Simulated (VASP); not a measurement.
# Cr (Pm-3m) in VASP: a series of runs

Runs on Cr. Level: LDA. Tasks: single point.

All numbers are computed with VASP 6.6.1; they aren't measurements. Logs are shortened: lines on timing, memory, paths and dates and some standing lists are left out, and cuts for length are marked.

## 1. The cell of the first run

Symmetry: Pm-3m, No. 221, cubic system. Conventional cell: a = 2.283 Å, b = 2.283 Å, c = 2.283 Å, α = 90.00°, β = 90.00°, γ = 90.00°. Cr (site symmetry m-3m) has 6 Cr at 2.28 Å within 3.0 Å.

This isn't the form of Cr at room conditions, which is bcc.

## 2. Single point, LDA, collinear spin, antiferromagnetic start

The input, INCAR:

```
SYSTEM = Cr
PREC = Accurate
ENCUT = 520
EDIFF = 1E-6
ISMEAR = -1
SIGMA = 0.05
LREAL = .FALSE.
LASPH = .TRUE.
NELM = 150
ALGO = Normal
ISIF = 2
LWAVE = .FALSE.
LCHARG = .FALSE.
ISPIN = 2
MAGMOM = 1.5 -1.5
LORBIT = 11
LMAXMIX = 4
GGA = CA
NBANDS = 23
```

The input, KPOINTS:

```
regular mesh
0
G
  12 12 12
  0 0 0
```

The input, POSCAR:

```
Cr
1.0
    0.0000000000      2.2833836710      2.2833836710
    2.2833836710      0.0000000000      2.2833836710
    2.2833836710      2.2833836710      0.0000000000
Cr
2
Direct
    0.0000000000      0.0000000000      0.0000000000
    0.5000000000      0.5000000000      0.5000000000
```

Potentials or basis: VASP PAW LDA potentials, release 64 (Cr_pv).

Launch:

```console
$ cat potpaw_LDA.64/Cr_pv/POTCAR > POTCAR
$ mpirun -np 1 vasp_std > vasp.out
```

OUTCAR:

```text
SYSTEM = Cr
   PREC = Accurate
   ENCUT = 520
   EDIFF = 1E-6
   ISMEAR = -1
   LREAL = .FALSE.
   LASPH = .TRUE.
   NELM = 150
   ISIF = 2
   ISPIN = 2
   LORBIT = 11
   GGA = CA

 ion  position               nearest neighbor table
   1  0.000  0.000  0.000-   2 2.28   2 2.28   2 2.28   2 2.28   2 2.28   2 2.28
   2  0.500  0.500  0.500-   1 2.28   1 2.28   1 2.28   1 2.28   1 2.28   1 2.28

  LATTYP: Found a face centered cubic cell.
 ALAT       =     4.5667673420

  Lattice vectors:

 A1 = (   0.0000000000,   2.2833836710,   2.2833836710)
 A2 = (   2.2833836710,   0.0000000000,   2.2833836710)
 A3 = (   2.2833836710,   2.2833836710,   0.0000000000)

Analysis of symmetry for initial positions (statically):
=====================================================================
 Subroutine PRICEL returns following result:

  LATTYP: Found a simple cubic cell.
 ALAT       =     2.2833836710

  Lattice vectors:

 A1 = (  -2.2833836710,   0.0000000000,   0.0000000000)
 A2 = (   0.0000000000,   0.0000000000,   2.2833836710)
 A3 = (   0.0000000000,   2.2833836710,   0.0000000000)

   2 primitive cells build up your supercell.

 Routine SETGRP: Setting up the symmetry group for a
 face centered cubic supercell.

 Subroutine GETGRP returns: Found 48 space group operations
 (whereof 48 operations were pure point group operations)
 out of a pool of 48 trial point group operations.

The static configuration has the point symmetry O_h .

Analysis of symmetry for dynamics (positions and initial velocities):
=====================================================================
 Subroutine PRICEL returns following result:

  LATTYP: Found a simple cubic cell.
 ALAT       =     2.2833836710

  Lattice vectors:

 A1 = (  -2.2833836710,   0.0000000000,   0.0000000000)
 A2 = (   0.0000000000,   0.0000000000,   2.2833836710)
 A3 = (   0.0000000000,   2.2833836710,   0.0000000000)

   2 primitive cells build up your supercell.

 Routine SETGRP: Setting up the symmetry group for a
 face centered cubic supercell.

 Subroutine GETGRP returns: Found 48 space group operations
 (whereof 48 operations were pure point group operations)
 out of a pool of 48 trial point group operations.

The dynamic configuration has the point symmetry O_h .

Analysis of structural, dynamic, and magnetic symmetry:
=====================================================================
 Subroutine PRICEL returns following result:

  LATTYP: Found a simple cubic cell.
 ALAT       =     2.2833836710

  Lattice vectors:

 A1 = (  -2.2833836710,   0.0000000000,   0.0000000000)
 A2 = (   0.0000000000,   0.0000000000,   2.2833836710)
 A3 = (   0.0000000000,   2.2833836710,   0.0000000000)

   2 primitive cells build up your supercell.

 Routine SETGRP: Setting up the symmetry group for a
 face centered cubic supercell.

 Subroutine GETGRP returns: Found 48 space group operations
 (whereof 48 operations were pure point group operations)
 out of a pool of 48 trial point group operations.

The overall configuration has the point symmetry O_h .

 Subroutine INISYM returns: Found 48 space group operations
 (whereof 48 operations are pure point group operations),
 and found     2 'primitive' translations

----------------------------------------------------------------------------------------

                                     Primitive cell

  volume of cell :      11.9052

  direct lattice vectors                    reciprocal lattice vectors
    -2.283383671  0.000000000  0.000000000    -0.437946550  0.000000000  0.000000000
     0.000000000  0.000000000  2.283383671     0.000000000  0.000000000  0.437946550
     0.000000000  2.283383671  0.000000000     0.000000000  0.437946550  0.000000000

  length of vectors
     2.283383671  2.283383671  2.283383671     0.437946550  0.437946550  0.437946550

  position of ions in fractional coordinates (direct lattice)
     0.000000000  0.000000000  0.000000000

  ion indices of the primitive-cell ions
   primitive index   ion index
                 1           1

----------------------------------------------------------------------------------------

 KPOINTS: regular mesh

Automatic generation of k-mesh.
 Grid dimensions read from file:
 generate k-points for:   12   12   12

 Generating k-lattice:

  Cartesian coordinates                     Fractional coordinates (reciprocal lattice)
    -0.018247773  0.018247773  0.018247773     0.083333333  0.000000000  0.000000000
     0.018247773 -0.018247773  0.018247773     0.000000000  0.083333333  0.000000000
     0.018247773  0.018247773 -0.018247773     0.000000000  0.000000000  0.083333333

  Length of vectors
     0.031606070  0.031606070  0.031606070

  Shift w.r.t. Gamma in fractional coordinates (k-lattice)
     0.000000000  0.000000000  0.000000000

 Subroutine IBZKPT returns following result:
 ===========================================

 Found     72 irreducible k-points:

 Following reciprocal coordinates:
            Coordinates               Weight
  0.000000  0.000000  0.000000      1.000000
  0.083333  0.000000  0.000000      8.000000
  0.166667  0.000000  0.000000      8.000000
  0.250000  0.000000  0.000000      8.000000
  0.333333  0.000000  0.000000      8.000000
  0.416667  0.000000  0.000000      8.000000
[... 16 lines left out ...]
  0.500000  0.166667  0.000000     24.000000
 -0.416667  0.166667  0.000000     24.000000
 [... further k-points ...]
   k-points           NKPTS =     72   k-points in BZ     NKDIM =     72   number of bands    NBANDS=     23
   number of dos      NEDOS =    301   number of ions     NIONS =      2
   total plane-waves  NPLWV =  13824
   dimension x,y,z NGX =    24 NGY =   24 NGZ =   24
   dimension x,y,z NGXF=    48 NGYF=   48 NGZF=   48
   ions per type =               2
   NGX,Y,Z   is equivalent  to a cutoff of  12.36, 12.36, 12.36 a.u.
   NGXF,Y,Z  is equivalent  to a cutoff of  24.71, 24.71, 24.71 a.u.
 SYSTEM =  Cr
   PREC   = accura    normal or accurate (medium, high low for compatibility)
   ISTART =      0    job   : 0-new  1-cont  2-samecut
   ICHARG =      2    charge: 1-file 2-atom 10-const
   ISPIN  =      2    spin polarized calculation?
   LNONCOLLINEAR =      F non collinear calculations
   LSORBIT =      F    spin-orbit coupling
   LASPH  =      T    aspherical Exc in radial PAW
   ENCUT  =  520.0 eV  38.22 Ry    6.18 a.u.   6.00  6.00  6.00*2*pi/ulx,y,z
   NELM   =    150;   NELMIN=  2; NELMDL= -5     # of ELM steps
   EDIFF  = 0.1E-05   stopping-criterion for ELM
   LREAL  =      F    real-space projection
   EDIFFG = 0.1E-04   stopping-criterion for IOM
   NSW    =      0    number of steps for IOM
   IBRION =     -1    ionic relax: 0-MD 1-quasi-New 2-CG
   NFREE  =      0    steps in history (QN), initial steepest desc. (CG)
   ISIF   =      2    stress and relaxation
   ISYM   =      2    0-nonsym 1-usesym 2-fastsym
   POTIM  = 0.5000    time-step for ionic-motion
   TEBEG  =    0.0;   TEEND  =   0.0 temperature during run
   PSTRESS=    0.0 pullay stress
   NELECT =      24.0000    total number of electrons
   NUPDOWN=      -1.0000    fix difference up-down
   EMIN   =  10.00;   EMAX   =-10.00  energy-range for DOS
   EFERMI =   0.00;   METHOD = LEGACY
   ISMEAR =    -1;   SIGMA  =   0.05  broadening in eV -4-tet -1-fermi 0-gaus
   EFERMI_NEDOS =   21; number of points for ismear=-14 and -15
   IALGO  =     38    algorithm
   IMIX   =      4    mixing-type and parameters
     AMIX     =   0.40;   BMIX     =  1.00
     AMIX_MAG =   1.60;   BMIX_MAG =  1.00
  volume/ion in A,a.u.               =      11.91        80.34
  Fermi-wavevector in a.u.,A,eV,Ry     =   1.641432  3.101858 36.658185  2.694301
  Thomas-Fermi vector in A             =   2.731904
   LORBIT       =     11    0 simple, 1 ext, 2 COOP (PROOUT), +10 PAW based schemes
   GGA     = CA    functional components
   LHFCALC =     F    Hartree Fock is set to
   AEXX    =    0.0000 exact exchange contribution
   IVDW    =     0    specifies the selected vdW correction
   LEPSILON=     F    determine dielectric tensor
   LRPA    =     F    only Hartree local field effects (RPA)
 spin polarized calculation
  energy-cutoff  :      520.00
  volume of cell :       23.81
 maximum number of plane-waves:       651
   NGX = 13   NGY = 13   NGZ = 13

 number of electron      24.0000017 magnetization      -0.0000000

 number of electron      24.0000017 magnetization       0.0000000

 Free energy of the ion-electron system (eV)
  ---------------------------------------------------
  ext. energy  EPLUGINS =         0.00000000
  ---------------------------------------------------
  free energy    TOTEN  =       -19.19199111 eV

  energy without entropy =      -19.16657391  energy(sigma->0) =      -19.17928251

 E-fermi :  10.4310     XC(G=0): -13.6894

 val. band max:       10.4301548613   @ k =   0.4167   0.3333   0.0000
 cond. band min:      10.4330406762   @ k =   0.4167   0.3333   0.0000
 fundamental gap:      0.0028858148
 Fermi energy:        10.4309824114

 spin component 1

 k-point     1 :       0.0000    0.0000    0.0000
  band No.  band energies     occupation
      1     -32.5315      1.00000
      2     -32.5315      1.00000
      3     -32.5315      1.00000
      4     -31.6047      1.00000
      5     -31.6047      1.00000
      6     -31.6047      1.00000
[... 15 lines left out ...]
     22      25.5146      0.00000
     23      25.5146      0.00000

 k-point     2 :       0.0833    0.0000    0.0000
  band No.  band energies     occupation
      1     -32.5212      1.00000
      2     -32.5176      1.00000
      3     -32.5176      1.00000
      4     -31.6274      1.00000
      5     -31.6224      1.00000
      6     -31.6224      1.00000
[... 15 lines left out ...]
     22      25.5377      0.00000
     23      25.5377      0.00000

 k-point     3 :       0.1667    0.0000    0.0000
  band No.  band energies     occupation
      1     -32.4902      1.00000
      2     -32.4764      1.00000
      3     -32.4764      1.00000
      4     -31.6924      1.00000
      5     -31.6741      1.00000
      6     -31.6741      1.00000
[... 15 lines left out ...]
     22      25.5898      0.00000
     23      25.5898      0.00000
[... 495 lines left out ...]
 k-point    23 :       0.5000    0.1667    0.0000
  band No.  band energies     occupation
      1     -32.5090      1.00000
      2     -32.4364      1.00000
      3     -32.4031      1.00000
      4     -31.8207      1.00000
      5     -31.7909      1.00000
      6     -31.7394      1.00000
[... 15 lines left out ...]
     22      22.5166      0.00000
     23      25.5267      0.00000

 k-point    24 :      -0.4167    0.1667    0.0000
  band No.  band energies     occupation
      1     -32.5920      1.00000
      2     -32.3329      1.00000
      3     -32.2903      1.00000
      4     -31.9423      1.00000
      5     -31.9063      1.00000
      6     -31.6429      1.00000
[... 15 lines left out ...]
     22      23.1347      0.00000
     23      25.8915      0.00000

 [... further k-points ...]

 spin component 2

 k-point     1 :       0.0000    0.0000    0.0000
  band No.  band energies     occupation
      1     -32.5315      1.00000
      2     -32.5315      1.00000
      3     -32.5315      1.00000
      4     -31.6047      1.00000
      5     -31.6047      1.00000
      6     -31.6047      1.00000
[... 15 lines left out ...]
     22      25.5146      0.00000
     23      25.5146      0.00000

 k-point     2 :       0.0833    0.0000    0.0000
  band No.  band energies     occupation
      1     -32.5212      1.00000
      2     -32.5176      1.00000
      3     -32.5176      1.00000
      4     -31.6274      1.00000
      5     -31.6224      1.00000
      6     -31.6224      1.00000
[... 15 lines left out ...]
     22      25.5377      0.00000
     23      25.5377      0.00000

 k-point     3 :       0.1667    0.0000    0.0000
  band No.  band energies     occupation
      1     -32.4902      1.00000
      2     -32.4764      1.00000
      3     -32.4764      1.00000
      4     -31.6924      1.00000
      5     -31.6741      1.00000
      6     -31.6741      1.00000
[... 15 lines left out ...]
     22      25.5898      0.00000
     23      25.5898      0.00000
[... 495 lines left out ...]
 k-point    23 :       0.5000    0.1667    0.0000
  band No.  band energies     occupation
      1     -32.5090      1.00000
      2     -32.4364      1.00000
      3     -32.4031      1.00000
      4     -31.8207      1.00000
      5     -31.7909      1.00000
      6     -31.7394      1.00000
[... 15 lines left out ...]
     22      22.5166      0.00000
     23      25.5267      0.00000

 k-point    24 :      -0.4167    0.1667    0.0000
  band No.  band energies     occupation
      1     -32.5920      1.00000
      2     -32.3329      1.00000
      3     -32.2903      1.00000
      4     -31.9423      1.00000
      5     -31.9063      1.00000
      6     -31.6429      1.00000
[... 15 lines left out ...]
     22      23.1347      0.00000
     23      25.8915      0.00000

 [... further k-points ...]
[... 5 lines left out ...]
  --------------------------------------------------------------------------------------
  -------------------------------------------------------------------------------------
  Total        0.0513539      0.0513539      0.0513539      0.0000000      0.0000000     -0.0000000
  in kB        3.4555544      3.4555544      3.4555544      0.0000000      0.0000000     -0.0000000
  external PRESSURE =       3.4555544 kB  Pullay stress =       0.0000000 kB

 VOLUME and BASIS-vectors are now :
 -----------------------------------------------------------------------------
  energy-cutoff  :      520.00
  volume of cell :       23.81
      direct lattice vectors                 reciprocal lattice vectors
     0.000000000  2.283383671  2.283383671    -0.218973275  0.218973275  0.218973275
     2.283383671  0.000000000  2.283383671     0.218973275 -0.218973275  0.218973275
     2.283383671  2.283383671  0.000000000     0.218973275  0.218973275 -0.218973275

 POSITION                                       TOTAL-FORCE (eV/Angst)
 -----------------------------------------------------------------------------------
      0.00000      0.00000      0.00000        -0.000000     -0.000000      0.000000
      2.28338      2.28338      2.28338         0.000000      0.000000     -0.000000
 -----------------------------------------------------------------------------------
    total drift:                                0.000000     -0.000000      0.000000

  FREE ENERGIE OF THE ION-ELECTRON SYSTEM (eV)
  ---------------------------------------------------
  free  energy   TOTEN  =       -19.1919911148 eV

  energy  without entropy=      -19.1665739060  energy(sigma->0) =      -19.17928251

 total charge

# of ion       s       p       d       tot
------------------------------------------
    1        0.451   6.327   4.455  11.233
    2        0.451   6.327   4.455  11.233
--------------------------------------------------
tot          0.902  12.655   8.911  22.467

 magnetization (x)

# of ion       s       p       d       tot
------------------------------------------
    1        0.000   0.000   0.000   0.000
    2       -0.000  -0.000  -0.000  -0.000
--------------------------------------------------
tot          0.000   0.000   0.000   0.000
```

It took 76 s on 1 thread of Intel Xeon 8259CL, shared host; peak memory 0.17 GiB.

What came out:

| Property | Result |
| --- | --- |
| Free energy | -19.1920 eV |
| Pressure | 0.3 GPa |
| Band gap on the k mesh | zero (filled and empty bands overlap) |
| Net moment | 0.00 μB per cell |
| Valence electrons inside the program's atomic spheres | Cr 11.23 |

Caveat: an empty level that is flat over the whole mesh can mark a ghost state of the potentials, or a narrow d or f band.

[end of part 1 of 2]
